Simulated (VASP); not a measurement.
# Al (P6_3/mmc) in VASP: a series of runs

The runs below take Al through single point, with r2SCAN.

Everything below comes from runs of VASP 6.6.1. Logs are shortened: lines on timing, memory, paths and dates and some standing lists are left out, and cuts for length are marked.

## (1) The cell of the first run

It takes space group P6_3/mmc (No. 194, hexagonal). Conventional cell: a = 2.918 Å, b = 2.918 Å, c = 4.867 Å, α = 90.00°, β = 90.00°, γ = 120.00°. Within 3.8 Å of Al (site symmetry -6m2) lie 12 Al at 2.92 to 2.96 Å.

## (2) Single point, r2SCAN (strain +0.0375 x Voigt [1, 1, 0, 0, 0, 0])

POSCAR reads:

```
Al
1.0
    2.9179224272      0.0000000000      0.0000000000
   -1.4589612136      2.5269949482      0.0000000000
    0.0000000000      0.0000000000      4.8668500000
Al
2
Direct
    0.6666666667      0.3333333333      0.7500000000
    0.3333333333      0.6666666667      0.2500000000
```

INCAR.step1 reads:

```
PREC = Accurate ; ENCUT = 520
ISMEAR = 0 ; SIGMA = 0.15
LREAL = False ; LASPH = True
NELM = 80 ; NBANDS = 10
GGA = PE ; ALGO = Normal
EDIFF = 1E-4 ; LWAVE = True
LCHARG = False
```

INCAR.step2 reads:

```
PREC = Accurate ; ENCUT = 520
EDIFF = 1E-6 ; ISMEAR = 0
SIGMA = 0.15 ; LREAL = False
LASPH = True ; NELM = 80
ALGO = Normal ; ISIF = 2
LWAVE = False ; LCHARG = False
METAGGA = R2SCAN ; LMIXTAU = True
NBANDS = 10 ; ISTART = 1
```

KPOINTS reads:

```
regular mesh
0
Gamma
  18 18 10
```

Potentials or basis: VASP PAW PBE potentials, release 64 (Al).

The run is started by

```
> cat potpaw_PBE.64/Al/POTCAR > POTCAR
> cp INCAR.step1 INCAR
> mpirun -np 1 vasp_std > vasp.out
> cp INCAR.step2 INCAR
> mpirun -np 1 vasp_std > vasp.out
```

OUTCAR:

```text
PREC = Accurate
   ENCUT = 520
   EDIFF = 1E-6
   ISMEAR = 0
   LREAL = False
   LASPH = True
   NELM = 80
   ISIF = 2
   METAGGA = R2SCAN
   ISTART = 1

 ion  position               nearest neighbor table
   1  0.667  0.333  0.750-   2 2.96   2 2.96   2 2.96   2 2.96   2 2.96   2 2.96
   2  0.333  0.667  0.250-   1 2.96   1 2.96   1 2.96   1 2.96   1 2.96   1 2.96

  LATTYP: Found a hexagonal cell.
 ALAT       =     2.9179224272
 C/A-ratio  =     1.6679161703

  Lattice vectors:

 A1 = (   2.9179224272,   0.0000000000,   0.0000000000)
 A2 = (  -1.4589612136,   2.5269949482,   0.0000000000)
 A3 = (   0.0000000000,   0.0000000000,   4.8668500000)

Analysis of symmetry for initial positions (statically):
=====================================================================
 Subroutine PRICEL returns:
 Original cell was already a primitive cell.

 Routine SETGRP: Setting up the symmetry group for a
 hexagonal supercell.

 Subroutine GETGRP returns: Found 24 space group operations
 (whereof 12 operations were pure point group operations)
 out of a pool of 24 trial point group operations.

The static configuration has the point symmetry D_3d.
 The point group associated with its full space group is D_6h.

Analysis of symmetry for dynamics (positions and initial velocities):
=====================================================================
 Subroutine PRICEL returns:
 Original cell was already a primitive cell.

 Routine SETGRP: Setting up the symmetry group for a
 hexagonal supercell.

 Subroutine GETGRP returns: Found 24 space group operations
 (whereof 12 operations were pure point group operations)
 out of a pool of 24 trial point group operations.

The dynamic configuration has the point symmetry D_3d.
 The point group associated with its full space group is D_6h.

 Subroutine INISYM returns: Found 24 space group operations
 (whereof 12 operations are pure point group operations),
 and found     1 'primitive' translations

----------------------------------------------------------------------------------------

                                     Primitive cell

  volume of cell :      35.8861

  direct lattice vectors                    reciprocal lattice vectors
     2.917922427  0.000000000  0.000000000     0.342709590  0.197863474  0.000000000
    -1.458961214  2.526994948  0.000000000     0.000000000  0.395726949  0.000000000
     0.000000000  0.000000000  4.866850000     0.000000000  0.000000000  0.205471712

  length of vectors
     2.917922427  2.917922427  4.866850000     0.395726949  0.395726949  0.205471712

  position of ions in fractional coordinates (direct lattice)
     0.666666667  0.333333333  0.750000000
     0.333333333  0.666666667  0.250000000

  ion indices of the primitive-cell ions
   primitive index   ion index
                 1           1
                 2           2

----------------------------------------------------------------------------------------

 KPOINTS: regular mesh

Automatic generation of k-mesh.
 Grid dimensions read from file:
 generate k-points for:   18   18   10

 Generating k-lattice:

  Cartesian coordinates                     Fractional coordinates (reciprocal lattice)
     0.019039422  0.010992415  0.000000000     0.055555556 -0.000000000  0.000000000
     0.000000000  0.021984830  0.000000000     0.000000000  0.055555556  0.000000000
     0.000000000  0.000000000  0.020547171     0.000000000  0.000000000  0.100000000

  Length of vectors
     0.021984830  0.021984830  0.020547171

  Shift w.r.t. Gamma in fractional coordinates (k-lattice)
     0.000000000  0.000000000  0.000000000

 Subroutine IBZKPT returns following result:
 ===========================================

 Found    222 irreducible k-points:

 Following reciprocal coordinates:
            Coordinates               Weight
  0.000000  0.000000  0.000000      1.000000
  0.055556  0.000000  0.000000      6.000000
  0.111111  0.000000  0.000000      6.000000
  0.166667 -0.000000  0.000000      6.000000
  0.222222  0.000000  0.000000      6.000000
  0.277778  0.000000  0.000000      6.000000
[... 16 lines left out ...]
  0.333333  0.111111  0.000000     12.000000
  0.388889  0.111111  0.000000     12.000000
 [... further k-points ...]
   k-points           NKPTS =    222   k-points in BZ     NKDIM =    222   number of bands    NBANDS=     10
   number of dos      NEDOS =    301   number of ions     NIONS =      2
   total plane-waves  NPLWV =  20736
   dimension x,y,z NGX =    24 NGY =   24 NGZ =   36
   dimension x,y,z NGXF=    48 NGYF=   48 NGZF=   72
   ions per type =               2
   NGX,Y,Z   is equivalent  to a cutoff of  13.67, 13.67, 12.30 a.u.
   NGXF,Y,Z  is equivalent  to a cutoff of  27.35, 27.35, 24.59 a.u.
 SYSTEM =  unknown system
   PREC   = accura    normal or accurate (medium, high low for compatibility)
   ISTART =      1    job   : 0-new  1-cont  2-samecut
   ICHARG =      0    charge: 1-file 2-atom 10-const
   ISPIN  =      1    spin polarized calculation?
   LNONCOLLINEAR =      F non collinear calculations
   LSORBIT =      F    spin-orbit coupling
   LASPH  =      T    aspherical Exc in radial PAW
   ENCUT  =  520.0 eV  38.22 Ry    6.18 a.u.   5.43  5.43  9.05*2*pi/ulx,y,z
   NELM   =     80;   NELMIN=  2; NELMDL=  0     # of ELM steps
   EDIFF  = 0.1E-05   stopping-criterion for ELM
   LREAL  =      F    real-space projection
   EDIFFG = 0.1E-04   stopping-criterion for IOM
   NSW    =      0    number of steps for IOM
   IBRION =     -1    ionic relax: 0-MD 1-quasi-New 2-CG
   NFREE  =      0    steps in history (QN), initial steepest desc. (CG)
   ISIF   =      2    stress and relaxation
   ISYM   =      2    0-nonsym 1-usesym 2-fastsym
   POTIM  = 0.5000    time-step for ionic-motion
   TEBEG  =    0.0;   TEEND  =   0.0 temperature during run
   PSTRESS=    0.0 pullay stress
   NELECT =       6.0000    total number of electrons
   NUPDOWN=      -1.0000    fix difference up-down
   EMIN   =  10.00;   EMAX   =-10.00  energy-range for DOS
   EFERMI =   0.00;   METHOD = LEGACY
   ISMEAR =     0;   SIGMA  =   0.15  broadening in eV -4-tet -1-fermi 0-gaus
   EFERMI_NEDOS =   21; number of points for ismear=-14 and -15
   IALGO  =     38    algorithm
   IMIX   =      4    mixing-type and parameters
     AMIX     =   0.40;   BMIX     =  1.00
     AMIX_MAG =   1.60;   BMIX_MAG =  1.00
  volume/ion in A,a.u.               =      17.94       121.09
  Fermi-wavevector in a.u.,A,eV,Ry     =   0.901882  1.704311 11.066867  0.813392
  Thomas-Fermi vector in A             =   2.025018
   LORBIT       =      0    0 simple, 1 ext, 2 COOP (PROOUT), +10 PAW based schemes
   METAGGA = R2SCAN    functional components
   LHFCALC =     F    Hartree Fock is set to
   AEXX    =    0.0000 exact exchange contribution
   IVDW    =     0    specifies the selected vdW correction
   LEPSILON=     F    determine dielectric tensor
   LRPA    =     F    only Hartree local field effects (RPA)
 non-spin polarized calculation
 Gauss-broadening in eV      SIGMA  =   0.15
  energy-cutoff  :      520.00
  volume of cell :       35.89
 maximum number of plane-waves:       996
 NGX is ok and might be reduce to    24
   NGX = 11   NGY = 11   NGZ = 19

 number of electron       6.0000000 magnetization

 Free energy of the ion-electron system (eV)
  ---------------------------------------------------
  ext. energy  EPLUGINS =         0.00000000
  ---------------------------------------------------
  free energy    TOTEN  =       -13.28822297 eV

  energy without entropy =      -13.27691964  energy(sigma->0) =      -13.28257131

 E-fermi :   7.1617     XC(G=0): -10.6091

 val. band max:        7.1572067130   @ k =   0.3889   0.1111   0.0000
 cond. band min:       7.1708591919   @ k =   0.3333   0.2222   0.1000
 fundamental gap:      0.0136524788
 Fermi energy:         7.1616678207

 k-point     1 :       0.0000    0.0000    0.0000
  band No.  band energies     occupation
      1      -4.0975      2.00000
      2       2.3999      2.00000
      3       2.4801      2.00000
      4      18.1438      0.00000
      5      18.1438      0.00000
      6      18.6134      0.00000
      7      18.6134      0.00000
      8      19.2525      0.00000
      9      20.8346      0.00000
     10      21.6089      0.00000

 k-point     2 :       0.0556    0.0000    0.0000
  band No.  band energies     occupation
      1      -4.0212      2.00000
      2       2.4717      2.00000
      3       2.5544      2.00000
      4      16.5730      0.00000
      5      17.2321      0.00000
      6      18.3806      0.00000
      7      19.6567      0.00000
      8      19.9449      0.00000
      9      20.8174      0.00000
     10      21.8957      0.00000

 k-point     3 :       0.1111    0.0000    0.0000
  band No.  band energies     occupation
      1      -3.7926      2.00000
      2       2.6870      2.00000
      3       2.7767      2.00000
      4      14.4651      0.00000
      5      16.2528      0.00000
      6      17.6335      0.00000
      7      19.7381      0.00000
      8      20.1980      0.00000
      9      21.0152      0.00000
     10      21.0174      0.00000

 k-point     4 :       0.1667   -0.0000    0.0000
  band No.  band energies     occupation
      1      -3.4122      2.00000
      2       3.0459      2.00000
      3       3.1445      2.00000
      4      12.3680      0.00000
      5      15.3989      0.00000
      6      16.7294      0.00000
      7      18.2919      0.00000
      8      18.3772      0.00000
      9      20.6811      0.00000
     10      21.1062      0.00000
[... 222 lines left out ...]
 k-point    22 :       0.2778    0.1111    0.0000
  band No.  band energies     occupation
      1      -1.1497      2.00000
      2       5.1774      2.00000
      3       5.1938      2.00000
      4       7.0106      1.84558
      5      10.6129      0.00000
      6      12.9671      0.00000
      7      13.2322      0.00000
      8      16.7754      0.00000
      9      17.0327      0.00000
     10      18.4107      0.00000

 k-point    23 :       0.3333    0.1111    0.0000
  band No.  band energies     occupation
      1      -0.1801      2.00000
      2       4.9239      2.00000
      3       6.1167      2.00000
      4       6.5232      2.00000
      5      10.1417      0.00000
      6      11.3571      0.00000
      7      11.8343      0.00000
      8      16.4655      0.00000
      9      16.6499      0.00000
     10      18.0982      0.00000

 k-point    24 :       0.3889    0.1111    0.0000
  band No.  band energies     occupation
      1       0.9293      2.00000
      2       3.5411      2.00000
      3       7.1572      1.03355
      4       7.4034      0.02266
      5       9.5104      0.00000
      6       9.8993      0.00000
      7      10.8711      0.00000
      8      16.2783      0.00000
      9      16.4228      0.00000
     10      17.9070      0.00000

 [... further k-points ...]
[... 5 lines left out ...]
  --------------------------------------------------------------------------------------
  -------------------------------------------------------------------------------------
  Total       -1.7971795     -1.7971795     -1.7929830      0.0000000      0.0000000      0.0000000
  in kB      -80.2372377    -80.2372377    -80.0498764      0.0000000      0.0000000      0.0000000
  external PRESSURE =     -80.1747839 kB  Pullay stress =       0.0000000 kB

 VOLUME and BASIS-vectors are now :
 -----------------------------------------------------------------------------
  energy-cutoff  :      520.00
  volume of cell :       35.89
      direct lattice vectors                 reciprocal lattice vectors
     2.917922427  0.000000000  0.000000000     0.342709590  0.197863474  0.000000000
    -1.458961214  2.526994948  0.000000000     0.000000000  0.395726949  0.000000000
     0.000000000  0.000000000  4.866850000     0.000000000  0.000000000  0.205471712

 POSITION                                       TOTAL-FORCE (eV/Angst)
 -----------------------------------------------------------------------------------
      1.45896      0.84233      3.65014        -0.000000      0.000000      0.000000
     -0.00000      1.68466      1.21671         0.000000     -0.000000      0.000000
 -----------------------------------------------------------------------------------
    total drift:                                0.000000     -0.000000     -0.000000

  FREE ENERGIE OF THE ION-ELECTRON SYSTEM (eV)
  ---------------------------------------------------
  free  energy   TOTEN  =       -13.2882229732 eV

  energy  without entropy=      -13.2769196423  energy(sigma->0) =      -13.28257131
```

It took 97 s on 1 thread of Intel Xeon Platinum 8488C (Sapphire Rapids), shared host; peak memory 0.2 GiB.

Results:

```yaml
Free_energy: -13.2882 eV
Pressure: -8.0 GPa
Band_gap_on_the_k_mesh: zero (band 3 reaches 11.21 eV, above the bottom of band 4 at 3.95 eV)
```

Levels at points of the mesh, in eV from the Fermi level:
```tsv
k point	band 1	band 2	band 3	band 4	band 5	band 6
(0.00, 0.00, 0.00)	-11.26	-4.76	-4.68	10.98	10.98	11.45
(0.50, 0.00, 0.00)	-5.28	-5.14	0.62	0.94	1.55	1.62
(0.00, 0.00, 0.50)	-9.60	-9.60	3.11	3.11	12.26	12.26
(0.50, 0.00, 0.50)	-3.94	-3.94	-3.21	-3.21	7.31	7.31
```

Caveat: the cell differs from its parent crystal (strain +0.0375 x Voigt [1, 1, 0, 0, 0, 0]); the PAW data sets were made with another functional, which shifts forces and pressure a little.

## (3) Single point, r2SCAN (strain +0.0750 x Voigt [1, 1, 0, 0, 0, 0])

POSCAR reads:

```
Al
1.0
    3.0233895029      0.0000000000      0.0000000000
   -1.5116947514      2.6183321150      0.0000000000
    0.0000000000      0.0000000000      4.8668500000
Al
2
Direct
    0.6666666667      0.3333333333      0.7500000000
    0.3333333333      0.6666666667      0.2500000000
```

INCAR.step1 reads:

```
PREC = Accurate
ENCUT = 520
ISMEAR = 0
SIGMA = 0.15
LREAL = F
LASPH = T
NELM = 80
NBANDS = 10
GGA = PE
ALGO = Normal
EDIFF = 1E-4
LWAVE = T
LCHARG = F
```

INCAR.step2 reads:

```
PREC = Accurate
ENCUT = 520
EDIFF = 1E-6
ISMEAR = 0
SIGMA = 0.15
LREAL = F
LASPH = T
NELM = 80
ALGO = Normal
ISIF = 2
LWAVE = F
LCHARG = F
METAGGA = R2SCAN
LMIXTAU = T
NBANDS = 10
ISTART = 1
```

KPOINTS reads:

```
Automatic mesh
0
Gamma
  18 18 10
```

Potentials or basis: VASP PAW PBE potentials, release 64 (Al).

The run is started by

```
> cat potpaw_PBE.64/Al/POTCAR > POTCAR
> cp INCAR.step1 INCAR
> mpirun -np 1 vasp_std > vasp.out
> cp INCAR.step2 INCAR
> mpirun -np 1 vasp_std > vasp.out
```

Wall time 97 s (1 thread of Intel Xeon Platinum 8488C (Sapphire Rapids), shared host); peak memory 0.2 GiB.

Results (log left out):

| Quantity | Value |
| --- | --- |
| Free energy | -13.1300 eV |
| Pressure | -10.9 GPa |
| Band gap on the k mesh | zero (band 3 reaches 10.75 eV, above the bottom of band 4 at 3.29 eV) |

Stress tensor (GPa, compression positive):
```
-11.05   0.00   0.00
  0.00 -11.05   0.00
  0.00   0.00 -10.46
```

Levels at points of the mesh, in eV from the Fermi level:
```tsv
k point	band 1	band 2	band 3	band 4	band 5	band 6	band 7
(0.00, 0.00, 0.00)	-10.79	-4.29	-4.16	9.83	9.83	10.61	10.61
(0.50, 0.00, 0.00)	-5.27	-4.96	0.64	1.15	1.67	1.70	5.15
(0.00, 0.00, 0.50)	-9.12	-9.12	3.62	3.62	11.22	11.22	11.22
(0.50, 0.00, 0.50)	-3.78	-3.78	-3.19	-3.19	6.61	6.61	7.61
```

Caveat: the cell differs from its parent crystal (strain +0.0750 x Voigt [1, 1, 0, 0, 0, 0]); the PAW data sets were made with another functional, which shifts forces and pressure a little.

## (4) Single point, r2SCAN (strain +0.1125 x Voigt [1, 1, 0, 0, 0, 0])

POSCAR reads:

```
Al
1.0
    3.1288565785      0.0000000000      0.0000000000
   -1.5644282892      2.7096692818      0.0000000000
    0.0000000000      0.0000000000      4.8668500000
Al
2
Direct
    0.6666666667      0.3333333333      0.7500000000
    0.3333333333      0.6666666667      0.2500000000
```

INCAR.step1 reads:

```
SYSTEM = Al
  PREC = Accurate
  ENCUT = 520
  ISMEAR = 0
  SIGMA = 0.15
  LREAL = .FALSE.
  LASPH = .TRUE.
  NELM = 100
  NBANDS = 10
  GGA = PE
  ALGO = Normal
  EDIFF = 1E-4
  LWAVE = .TRUE.
  LCHARG = .FALSE.
```

INCAR.step2 reads:

```
SYSTEM = Al
  PREC = Accurate
  ENCUT = 520
  EDIFF = 1E-6
  ISMEAR = 0
  SIGMA = 0.15
  LREAL = .FALSE.
  LASPH = .TRUE.
  NELM = 100
  ALGO = Normal
  ISIF = 2
  LWAVE = .FALSE.
  LCHARG = .TRUE.
  METAGGA = R2SCAN
  LMIXTAU = .TRUE.
  LELF = .TRUE.
  LVHAR = .TRUE.
  NBANDS = 10
  ISTART = 1
```

KPOINTS reads:

```
regular mesh
0
G
  18 18 10
  0 0 0
```

The run is started by

```
> cat potpaw_PBE.64/Al/POTCAR > POTCAR
> cp INCAR.step1 INCAR
> mpirun -np 1 vasp_std > vasp.out
> cp INCAR.step2 INCAR
> mpirun -np 1 vasp_std > vasp.out
```

Run time: 1.9 min. Hardware: 1 thread of Intel Xeon Platinum 8488C (Sapphire Rapids), shared host; peak memory 0.21 GiB.

The run converged. Its results:

```yaml
Free_energy: -12.9255 eV
Pressure: -12.3 GPa
Band_gap_on_the_k_mesh: zero (band 3 reaches 10.49 eV, above the bottom of band 4 at 2.74 eV)
```

Stress tensor (GPa, compression positive):
```
-12.72   0.00   0.00
  0.00 -12.72   0.00
  0.00   0.00 -11.47
```

Levels at points of the mesh, in eV from the Fermi level:
```
           k point  band 1  band 2  band 3  band 4  band 5  band 6
(0.00, 0.00, 0.00)  -10.32   -3.83   -3.67    8.81    8.81    9.84
(0.50, 0.00, 0.00)   -5.24   -4.77    0.70    1.37    1.73    1.87
(0.00, 0.00, 0.50)   -8.66   -8.66    4.12    4.12   10.20   10.20
(0.50, 0.00, 0.50)   -3.65   -3.65   -3.11   -3.11    6.01    6.01
```

Caveat: the cell differs from its parent crystal (strain +0.1125 x Voigt [1, 1, 0, 0, 0, 0]); the PAW data sets were made with another functional, which shifts forces and pressure a little.

(Part 1 of 2 ends here.)
